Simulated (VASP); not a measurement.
# SeS (F-43m) in VASP: single point with PBE

Aim: the single point of SeS with PBE.

All numbers are computed with VASP 6.6.1; they aren't measurements. Logs are shortened: lines on timing, memory, paths and dates and some standing lists are left out, and cuts for length are marked.

### 1 The cell of the first run

It takes space group F-43m (No. 216, cubic). The conventional cell has a = 5.619 Å, b = 5.619 Å, c = 5.619 Å, α = 90.00°, β = 90.00°, γ = 90.00°. S (site symmetry -43m) has 4 Se at 2.43 Å within 3.2 Å. Within 3.2 Å of Se (site symmetry -43m) lie 4 S at 2.43 Å.

### 2 Single point, PBE

POSCAR

```
SeS
1.0
    0.0000000000      2.8095660000      2.8095660000
    2.8095660000      0.0000000000      2.8095660000
    2.8095660000      2.8095660000      0.0000000000
S Se
1 1
Direct
    0.0000000000      0.0000000000      0.0000000000
    0.2500000000      0.2500000000      0.2500000000
```

INCAR.step1

```
ALGO     = Normal         # electronic algorithm
EDIFF    = 1E-6           # SCF threshold, eV
ENCUT    = 400            # plane-wave cutoff, eV
GGA      = PE             # functional
GGA_COMPAT= F            
ISIF     = 2              # what is computed and relaxed
ISMEAR   = 1              # smearing method
LASPH    = T              # aspherical terms in the spheres
LCHARG   = T              # write CHGCAR
LORBIT   = 11             # projections on sites
LREAL    = F              # projectors in reciprocal space
LWAVE    = F              # write WAVECAR
NBANDS   = 13             # bands
NEDOS    = 2001           # points of the DOS
NELM     = 120            # most SCF steps
PREC     = Accurate       # precision mode
SIGMA    = 0.1539         # smearing width, eV
```

KPOINTS.step1

```
k-points
0
Gamma
  8 8 8
```

INCAR.step2

```
ALGO     = Normal         # electronic algorithm
EDIFF    = 1E-6           # SCF threshold, eV
ENCUT    = 400            # plane-wave cutoff, eV
GGA      = PE             # functional
GGA_COMPAT= F            
ICHARG   = 11             # starting density
ISIF     = 2              # what is computed and relaxed
ISMEAR   = -5             # smearing method
LASPH    = T              # aspherical terms in the spheres
LCHARG   = F              # write CHGCAR
LORBIT   = 10             # projections on sites
LREAL    = F              # projectors in reciprocal space
LWAVE    = F              # write WAVECAR
NBANDS   = 13             # bands
NEDOS    = 2001           # points of the DOS
NELM     = 120            # most SCF steps
PREC     = Accurate       # precision mode
SIGMA    = 0.1539         # smearing width, eV
```

KPOINTS.step2

```
k-points
0
Gamma
  12 12 12
```

Potentials or basis: VASP PAW PBE potentials, release 64 (S, Se).

Started as:

```bash
> cat potpaw_PBE.64/S/POTCAR potpaw_PBE.64/Se/POTCAR > POTCAR
> cp INCAR.step1 INCAR
> cp KPOINTS.step1 KPOINTS
> mpirun -np 1 vasp_std > vasp.out
> cp INCAR.step2 INCAR
> cp KPOINTS.step2 KPOINTS
> mpirun -np 1 vasp_std > vasp.out
```

OUTCAR:

```text
EDIFF = 1E-6
   ENCUT = 400
   GGA = PE
   ICHARG = 11
   ISIF = 2
   ISMEAR = -5
   LASPH = T
   LORBIT = 10
   LREAL = F
   NELM = 120
   PREC = Accurate

 ion  position               nearest neighbor table
   1  0.000  0.000  0.000-   2 2.43   2 2.43   2 2.43   2 2.43
   2  0.250  0.250  0.250-   1 2.43   1 2.43   1 2.43   1 2.43

  LATTYP: Found a face centered cubic cell.
 ALAT       =     5.6191320000

  Lattice vectors:

 A1 = (   0.0000000000,   2.8095660000,   2.8095660000)
 A2 = (   2.8095660000,   0.0000000000,   2.8095660000)
 A3 = (   2.8095660000,   2.8095660000,   0.0000000000)

Analysis of symmetry for initial positions (statically):
=====================================================================
 Subroutine PRICEL returns:
 Original cell was already a primitive cell.

 Routine SETGRP: Setting up the symmetry group for a
 face centered cubic supercell.

 Subroutine GETGRP returns: Found 24 space group operations
 (whereof 24 operations were pure point group operations)
 out of a pool of 48 trial point group operations.

The static configuration has the point symmetry T_d .

Analysis of symmetry for dynamics (positions and initial velocities):
=====================================================================
 Subroutine PRICEL returns:
 Original cell was already a primitive cell.

 Routine SETGRP: Setting up the symmetry group for a
 face centered cubic supercell.

 Subroutine GETGRP returns: Found 24 space group operations
 (whereof 24 operations were pure point group operations)
 out of a pool of 48 trial point group operations.

The dynamic configuration has the point symmetry T_d .

 Subroutine INISYM returns: Found 24 space group operations
 (whereof 24 operations are pure point group operations),
 and found     1 'primitive' translations

----------------------------------------------------------------------------------------

                                     Primitive cell

  volume of cell :      44.3555

  direct lattice vectors                    reciprocal lattice vectors
     0.000000000  2.809566000  2.809566000    -0.177963429  0.177963429  0.177963429
     2.809566000  0.000000000  2.809566000     0.177963429 -0.177963429  0.177963429
     2.809566000  2.809566000  0.000000000     0.177963429  0.177963429 -0.177963429

  length of vectors
     3.973326342  3.973326342  3.973326342     0.308241701  0.308241701  0.308241701

  position of ions in fractional coordinates (direct lattice)
     0.000000000  0.000000000  0.000000000
     0.250000000  0.250000000  0.250000000

  ion indices of the primitive-cell ions
   primitive index   ion index
                 1           1
                 2           2

----------------------------------------------------------------------------------------

 KPOINTS: k-points

Automatic generation of k-mesh.
 Grid dimensions read from file:
 generate k-points for:   12   12   12

 Generating k-lattice:

  Cartesian coordinates                     Fractional coordinates (reciprocal lattice)
    -0.014830286  0.014830286  0.014830286     0.083333333  0.000000000  0.000000000
     0.014830286 -0.014830286  0.014830286     0.000000000  0.083333333  0.000000000
     0.014830286  0.014830286 -0.014830286     0.000000000  0.000000000  0.083333333

  Length of vectors
     0.025686808  0.025686808  0.025686808

  Shift w.r.t. Gamma in fractional coordinates (k-lattice)
     0.000000000  0.000000000  0.000000000

 TETIRR: Found    247 inequivalent tetrahedra from    10368

 Subroutine IBZKPT returns following result:
 ===========================================

 Found     72 irreducible k-points:

 Following reciprocal coordinates:
            Coordinates               Weight
  0.000000  0.000000  0.000000      1.000000
  0.083333  0.000000  0.000000      8.000000
  0.166667  0.000000  0.000000      8.000000
  0.250000  0.000000  0.000000      8.000000
  0.333333  0.000000  0.000000      8.000000
  0.416667  0.000000  0.000000      8.000000
[... 16 lines left out ...]
  0.500000  0.166667  0.000000     24.000000
 -0.416667  0.166667  0.000000     24.000000
 [... further k-points ...]
   k-points           NKPTS =     72   k-points in BZ     NKDIM =     72   number of bands    NBANDS=     13
   number of dos      NEDOS =   2001   number of ions     NIONS =      2
   total plane-waves  NPLWV =  21952
   dimension x,y,z NGX =    28 NGY =   28 NGZ =   28
   dimension x,y,z NGXF=    56 NGYF=   56 NGZF=   56
   ions per type =               1   1
   NGX,Y,Z   is equivalent  to a cutoff of  11.72, 11.72, 11.72 a.u.
   NGXF,Y,Z  is equivalent  to a cutoff of  23.43, 23.43, 23.43 a.u.
 SYSTEM =  unknown system
   PREC   = accura    normal or accurate (medium, high low for compatibility)
   ISTART =      0    job   : 0-new  1-cont  2-samecut
   ICHARG =     11    charge: 1-file 2-atom 10-const
   ISPIN  =      1    spin polarized calculation?
   LNONCOLLINEAR =      F non collinear calculations
   LSORBIT =      F    spin-orbit coupling
   LASPH  =      T    aspherical Exc in radial PAW
   ENCUT  =  400.0 eV  29.40 Ry    5.42 a.u.   6.48  6.48  6.48*2*pi/ulx,y,z
   NELM   =    120;   NELMIN=  2; NELMDL=  0     # of ELM steps
   EDIFF  = 0.1E-05   stopping-criterion for ELM
   LREAL  =      F    real-space projection
   EDIFFG = 0.1E-04   stopping-criterion for IOM
   NSW    =      0    number of steps for IOM
   IBRION =     -1    ionic relax: 0-MD 1-quasi-New 2-CG
   NFREE  =      0    steps in history (QN), initial steepest desc. (CG)
   ISIF   =      2    stress and relaxation
   ISYM   =      2    0-nonsym 1-usesym 2-fastsym
   POTIM  = 0.5000    time-step for ionic-motion
   TEBEG  =    0.0;   TEEND  =   0.0 temperature during run
   PSTRESS=    0.0 pullay stress
   NELECT =      12.0000    total number of electrons
   NUPDOWN=      -1.0000    fix difference up-down
   EMIN   =  10.00;   EMAX   =-10.00  energy-range for DOS
   EFERMI =   0.00;   METHOD = LEGACY
   ISMEAR =    -5;   SIGMA  =   0.15  broadening in eV -4-tet -1-fermi 0-gaus
   EFERMI_NEDOS =   21; number of points for ismear=-14 and -15
   IALGO  =     38    algorithm
   IMIX   =      4    mixing-type and parameters
     AMIX     =   0.40;   BMIX     =  1.00
     AMIX_MAG =   1.60;   BMIX_MAG =  1.00
  volume/ion in A,a.u.               =      22.18       149.66
  Fermi-wavevector in a.u.,A,eV,Ry     =   1.058813  2.000867 15.253292  1.121085
  Thomas-Fermi vector in A             =   2.194136
   LORBIT       =     10    0 simple, 1 ext, 2 COOP (PROOUT), +10 PAW based schemes
   GGA     = PE    functional components
   LHFCALC =     F    Hartree Fock is set to
   AEXX    =    0.0000 exact exchange contribution
   IVDW    =     0    specifies the selected vdW correction
   LEPSILON=     F    determine dielectric tensor
   LRPA    =     F    only Hartree local field effects (RPA)
 non-spin polarized calculation
 Fermi weights with tetrahedron method with Bloechl corrections
  energy-cutoff  :      400.00
  volume of cell :       44.36
 maximum number of plane-waves:       821
 NGX is ok and might be reduce to    28

 number of electron      12.0000003 magnetization

 Free energy of the ion-electron system (eV)
  ---------------------------------------------------
  ext. energy  EPLUGINS =         0.00000000
  ---------------------------------------------------
  free energy    TOTEN  =        -5.70854809 eV

  energy without entropy =       -5.70854809  energy(sigma->0) =       -5.70854809

 E-fermi :   5.0264     XC(G=0):  -9.4370

 val. band max:        5.0466965647   @ k =  -0.3333   0.2500   0.0833
 cond. band min:       4.9610129056   @ k =   0.3333   0.0000   0.0000
 fundamental gap:     -0.0856836590
 Fermi energy:         5.0264497956

 k-point     1 :       0.0000    0.0000    0.0000
  band No.  band energies     occupation
      1     -12.2535      2.00000
      2      -3.7780      2.00000
      3       0.5090      2.00000
      4       0.5090      2.00000
      5       0.5090      2.00000
      6       3.8309      2.00000
      7       3.8309      2.00000
      8       3.8309      2.00000
      9       9.9843      0.00000
     10      12.4084      0.00000
     11      12.4084      0.00000
     12      15.1961      0.00000
     13      15.1961      0.00000

 k-point     2 :       0.0833    0.0000    0.0000
  band No.  band energies     occupation
      1     -12.1865      2.00000
      2      -4.0806      2.00000
      3       0.4211      2.00000
      4       0.4211      2.00000
      5       0.5888      2.00000
      6       3.9647      2.00000
      7       3.9647      2.00000
      8       3.9754      2.00000
      9      10.2716      0.00000
     10      12.1801      0.00000
     11      12.1801      0.00000
     12      14.9493      0.00000
     13      15.6926      0.00000

 k-point     3 :       0.1667    0.0000    0.0000
  band No.  band energies     occupation
      1     -11.9901      2.00000
      2      -4.8168      2.00000
      3       0.2101      2.00000
      4       0.2101      2.00000
      5       0.6550      2.00000
      6       4.2921      2.00000
      7       4.2921      2.00000
      8       4.4845      2.17412
      9      10.9699      0.00000
     10      11.8459      0.00000
     11      11.8459      0.00000
     12      14.5635      0.00000
     13      16.8121      0.00000
[... 305 lines left out ...]
 k-point    23 :       0.5000    0.1667    0.0000
  band No.  band energies     occupation
      1     -10.5923      2.00000
      2      -7.7069      2.00000
      3      -1.5428      2.00000
      4      -0.7382      2.00000
      5       1.8056      2.00000
      6       4.8615      2.11826
      7       5.9162      0.00000
      8       7.1746      0.00000
      9      11.2265      0.00000
     10      12.4571      0.00000
     11      13.5275      0.00000
     12      14.5816      0.00000
     13      15.3319      0.00000

 k-point    24 :      -0.4167    0.1667    0.0000
  band No.  band energies     occupation
      1     -10.5395      2.00000
      2      -7.7844      2.00000
      3      -1.6570      2.00000
      4      -0.6319      2.00000
      5       1.7465      2.00000
      6       5.1574     -0.11114
      7       5.7373      0.00000
      8       7.3080      0.00000
      9      11.0381      0.00000
     10      12.4691      0.00000
     11      13.1125      0.00000
     12      14.6047      0.00000
     13      16.4546      0.00000

 [... further k-points ...]
[... 5 lines left out ...]
  --------------------------------------------------------------------------------------
  -------------------------------------------------------------------------------------
  Total        4.1126815      4.1126815      4.1126815      0.0000000      0.0000000      0.0000000
  in kB      148.5552303    148.5552303    148.5552303      0.0000000      0.0000000      0.0000000
  external PRESSURE =     148.5552303 kB  Pullay stress =       0.0000000 kB

 VOLUME and BASIS-vectors are now :
 -----------------------------------------------------------------------------
  energy-cutoff  :      400.00
  volume of cell :       44.36
      direct lattice vectors                 reciprocal lattice vectors
     0.000000000  2.809566000  2.809566000    -0.177963429  0.177963429  0.177963429
     2.809566000  0.000000000  2.809566000     0.177963429 -0.177963429  0.177963429
     2.809566000  2.809566000  0.000000000     0.177963429  0.177963429 -0.177963429

 POSITION                                       TOTAL-FORCE (eV/Angst)
 -----------------------------------------------------------------------------------
      0.00000      0.00000      0.00000        -0.000000     -0.000000     -0.000000
      1.40478      1.40478      1.40478         0.000000      0.000000      0.000000
 -----------------------------------------------------------------------------------
    total drift:                                0.000000      0.000000      0.000000

  FREE ENERGIE OF THE ION-ELECTRON SYSTEM (eV)
  ---------------------------------------------------
  free  energy   TOTEN  =        -5.7085480918 eV

  energy  without entropy=       -5.7085480918  energy(sigma->0) =       -5.70854809

 total charge

# of ion       s       p       d       tot
------------------------------------------
    1        1.449   2.147   0.000   3.595
    2        1.571   2.070   0.089   3.731
--------------------------------------------------
tot          3.020   4.217   0.089   7.326
```

Wall time 28 s (1 thread of AMD EPYC 7R43 (Zen 3), shared host); peak memory 0.13 GiB.

What came out:

```yaml
Valence_electrons_inside_the_program's_atomic_spheres: S 3.60; Se 3.73
```

Levels at points of the mesh, in eV from the Fermi level:
```
           k point  band 4  band 5  band 6  band 7  band 8  band 9
(0.00, 0.00, 0.00)   -4.52   -4.52   -1.20   -1.20   -1.20    4.96
(0.50, 0.00, 0.00)   -5.44   -4.78    0.16    0.16    2.85    7.39
(0.50, 0.50, 0.00)   -6.50   -2.52   -2.31    3.13    3.13    6.38
```

Caveat: tetrahedron occupations give inexact forces and stress in metals.
